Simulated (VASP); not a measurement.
# Au (I4_1/amd) in VASP: relaxation of cell and atoms with LDA

Aim: the relaxation of cell and atoms of Au with LDA.

All numbers are computed with VASP 6.6.1; they aren't measurements. Logs are shortened: lines on timing, memory, paths and dates and some standing lists are left out, and cuts for length are marked.

### Step 1. The cell of the first run

Symmetry: I4_1/amd, No. 141, tetragonal system. The conventional cell has a = 5.014 Å, b = 5.014 Å, c = 2.758 Å, α = 90.00°, β = 90.00°, γ = 90.00°. Au (site symmetry -4m2) has 10 Au at 2.60 to 3.25 Å within 3.4 Å.

### Step 2. Relaxation of cell and atoms, LDA, target pressure -2.6 GPa, at which the enthalpy is minimised

Contents of INCAR:

```
ALGO = Normal ; EDIFF = 1E-6
EDIFFG = -0.005 ; ENCUT = 600
IBRION = 2 ; ISIF = 3
ISMEAR = -1 ; LASPH = T
LCHARG = F ; LREAL = F
LWAVE = F ; NELM = 80
NSW = 60 ; PREC = Accurate
PSTRESS = -26.0 ; SIGMA = 0.05
```

Contents of KPOINTS:

```
k-points
0
Gamma
  16 16 16
```

Contents of POSCAR:

```
Au
1.0
   -2.5070354547      2.5070354547      1.3788695001
    2.5070354547     -2.5070354547      1.3788695001
    2.5070354547      2.5070354547     -1.3788695001
Au
2
Direct
   -0.3750000000     -0.1250000000     -0.2500000000
    0.3750000000      0.1250000000      0.2500000000
```

Potentials or basis: VASP PAW LDA potentials, release 64 (Au).

On the command line:

```sh
cat potpaw_LDA.64/Au/POTCAR > POTCAR
mpirun -np 1 vasp_std > vasp.out
```

OUTCAR:

```text
EDIFF = 1E-6
   EDIFFG = -0.005
   ENCUT = 600
   IBRION = 2
   ISIF = 3
   ISMEAR = -1
   LASPH = T
   LREAL = F
   NELM = 80
   NSW = 60
   PREC = Accurate
   PSTRESS = -26.0

 ion  position               nearest neighbor table
   1  0.625  0.875  0.750-   2 2.60   2 2.60   2 2.60   2 2.60   2 3.25   2 3.25   2 3.25   2 3.25

   2  0.375  0.125  0.250-   1 2.60   1 2.60   1 2.60   1 2.60   1 3.25   1 3.25   1 3.25   1 3.25

  LATTYP: Found a body centered tetragonal cell.
 ALAT       =     5.0140709094
 C/A-ratio  =     0.5500000000

  Lattice vectors:

 A1 = (  -2.5070354547,   2.5070354547,   1.3788695001)
 A2 = (   2.5070354547,  -2.5070354547,   1.3788695001)
 A3 = (   2.5070354547,   2.5070354547,  -1.3788695001)

Analysis of symmetry for initial positions (statically):
=====================================================================
 Subroutine PRICEL returns:
 Original cell was already a primitive cell.

 Routine SETGRP: Setting up the symmetry group for a
 body centered tetragonal supercell.

 Subroutine GETGRP returns: Found 16 space group operations
 (whereof  4 operations were pure point group operations)
 out of a pool of 16 trial point group operations.

The static configuration has the point symmetry C_2h.
 The point group associated with its full space group is D_4h.

Analysis of symmetry for dynamics (positions and initial velocities):
=====================================================================
 Subroutine PRICEL returns:
 Original cell was already a primitive cell.

 Routine SETGRP: Setting up the symmetry group for a
 body centered tetragonal supercell.

 Subroutine GETGRP returns: Found 16 space group operations
 (whereof  4 operations were pure point group operations)
 out of a pool of 16 trial point group operations.

The dynamic configuration has the point symmetry C_2h.
 The point group associated with its full space group is D_4h.

 Subroutine INISYM returns: Found 16 space group operations
 (whereof  4 operations are pure point group operations),
 and found     1 'primitive' translations

----------------------------------------------------------------------------------------

                                     Primitive cell

  volume of cell :      34.6660

  direct lattice vectors                    reciprocal lattice vectors
    -2.507035455  2.507035455  1.378869500     0.000000000  0.199438743  0.362615897
     2.507035455 -2.507035455  1.378869500     0.199438743  0.000000000  0.362615897
     2.507035455  2.507035455 -1.378869500     0.199438743  0.199438743  0.000000000

[... 114 lines left out ...]
 conjugate gradient relaxation of ions
 non-spin polarized calculation
  energy-cutoff  :      600.00
  volume of cell :       34.67
 maximum number of plane-waves:      1197
   NGX = 15   NGY = 15   NGZ = 15

--------------------------------------- Ionic step        1  -------------------------------------------

 number of electron      22.0000001 magnetization

 Free energy of the ion-electron system (eV)
  ---------------------------------------------------
  ext. energy  EPLUGINS =         0.00000000
  ---------------------------------------------------
  free energy    TOTEN  =        -8.36740598 eV

  energy without entropy =       -8.36387448  energy(sigma->0) =       -8.36564023

------------------------ aborting loop because EDIFF is reached ----------------------------------------

  FORCE on cell =-STRESS in cart. coord.  units (eV):
  Direction    XX          YY          ZZ          XY          YZ          ZX
  --------------------------------------------------------------------------------------
  -------------------------------------------------------------------------------------
  Total        3.2176402      3.2176402     -0.5038719     -0.0000000      0.0000000     -0.0000000
  in kB      148.7112944    148.7112944    -23.2877029     -0.0000000      0.0000000     -0.0000000
  external PRESSURE =     117.3782953 kB  Pullay stress =     -26.0000000 kB
[... 97 lines left out ...]
  energy  without entropy=       -8.4511072010  energy(sigma->0) =       -8.45343028

  enthalpy is  TOTEN    =        -9.0644088687 eV   P V=       -0.6086555055

[... ionic steps 4 to 8 ...]

--------------------------------------- Ionic step        9  -------------------------------------------

 number of electron      21.9999996 magnetization

------------------------ aborting loop because EDIFF is reached ----------------------------------------
[... 71 lines left out ...]
--------------------------------------- Ionic step       11  -------------------------------------------

 number of electron      21.9999996 magnetization

 Free energy of the ion-electron system (eV)
  ---------------------------------------------------
  ext. energy  EPLUGINS =         0.00000000
  ---------------------------------------------------
  free energy    TOTEN  =        -8.48091131 eV

  energy without entropy =       -8.47580009  energy(sigma->0) =       -8.47835570

 E-fermi :   7.8235     XC(G=0): -12.4436

 val. band max:        7.8076482872   @ k =  -0.3750   0.3750   0.3750
 cond. band min:       7.8377879644   @ k =   0.5000   0.2500   0.1250
 fundamental gap:      0.0301396772
 Fermi energy:         7.8234980371

 k-point     1 :       0.0000    0.0000    0.0000
  band No.  band energies     occupation
      1      -1.1234      2.00000
      2       1.5683      2.00000
      3       1.7925      2.00000
      4       1.8213      2.00000
      5       2.3183      2.00000
      6       5.2609      2.00000
      7       5.2609      2.00000
      8       5.3015      2.00000
      9       5.3015      2.00000
     10       6.1851      2.00000
     11       7.0688      2.00000
     12      11.6197      0.00000
     13      11.6197      0.00000
     14      15.2193      0.00000
[... 401 lines left out ...]
      2       1.6019      2.00000
      3       1.8137      2.00000
      4       1.8166      2.00000
      5       2.3125      2.00000
      6       5.2488      2.00000
      7       5.2663      2.00000
      8       5.3103      2.00000
      9       5.3125      2.00000
     10       6.1525      2.00000
     11       6.9524      2.00000
     12      11.1710      0.00000
     13      11.7998      0.00000
     14      15.6151      0.00000
     15      20.3798      0.00000

 [... further k-points ...]

------------------------ aborting loop because EDIFF is reached ----------------------------------------

  FORCE on cell =-STRESS in cart. coord.  units (eV):
  Direction    XX          YY          ZZ          XY          YZ          ZX
  --------------------------------------------------------------------------------------
  -------------------------------------------------------------------------------------
  Total       -0.5988599     -0.5988599     -0.5987262      0.0000000      0.0000000      0.0000000
  in kB      -25.9769501    -25.9769501    -25.9711524      0.0000000      0.0000000      0.0000000
  external PRESSURE =       0.0249825 kB  Pullay stress =     -26.0000000 kB
[... 21 lines left out ...]
  energy  without entropy=       -8.4758000927  energy(sigma->0) =       -8.47835570

  enthalpy is  TOTEN    =        -9.0803025629 eV   P V=       -0.5993912553

 reached required accuracy - stopping structural energy minimisation
```

Run time: 28 min. Hardware: 1 thread of Oxide Virtual Turin-like, shared host; peak memory 0.28 GiB.

What came out:

* Free energy: -8.4809 eV
* Relaxed volume: 18.47 Å³/atom
* Relaxed cell: a = 3.938 Å, b = 3.938 Å, c = 3.938 Å, α = 96.75°, β = 96.75°, γ = 139.91°
* Space group after relaxing (to 0.1 Å): I4_1/amd (No. 141)
* Energy change on relaxing (the run minimises the enthalpy): -56.8 meV/atom
* Ionic steps: 11
* Pressure after relaxing: -2.6 GPa
* Band gap on the k mesh: zero (bands 11 and 12 overlap by 4.69 eV)

Step by step:
```
step  energy change (eV)  largest force (eV/Å)  pressure (GPa)  volume (Å³)
   1              0.0000                0.0000            9.14        34.67
   2              0.1424                0.0000          -14.17        41.33
   3             -0.0883                0.0000           -4.87        37.51
   4             -0.0897                0.0000           -4.57        37.43
   5             -0.1144                0.0000           -1.66        36.74
   6             -0.1137                0.0000           -2.55        36.92
   7             -0.1135                0.0000           -2.58        36.93
   8             -0.1132                0.0000           -2.65        36.95
   9             -0.1132                0.0000           -2.68        36.95
  10             -0.1134                0.0000           -2.63        36.94
  11             -0.1135                0.0000           -2.60        36.94
```

Final structure:
```xyz
2
Lattice="-2.6156 2.6156 1.3497 2.6156 -2.6156 1.3497 2.6156 2.6156 -1.3497" Properties=species:S:1:pos:R:3 pbc="T T T"
Au    2.6156    1.3078    1.0123
Au    0.0000    1.3078    0.3374
```

Caveat: the cell is relaxed towards a set pressure, so the run minimises the enthalpy, not the energy; spin-orbit coupling is left out, which moves the levels of the heavy elements.

The gap in the log of VASP goes by the Fermi energy; the results here count the filled bands.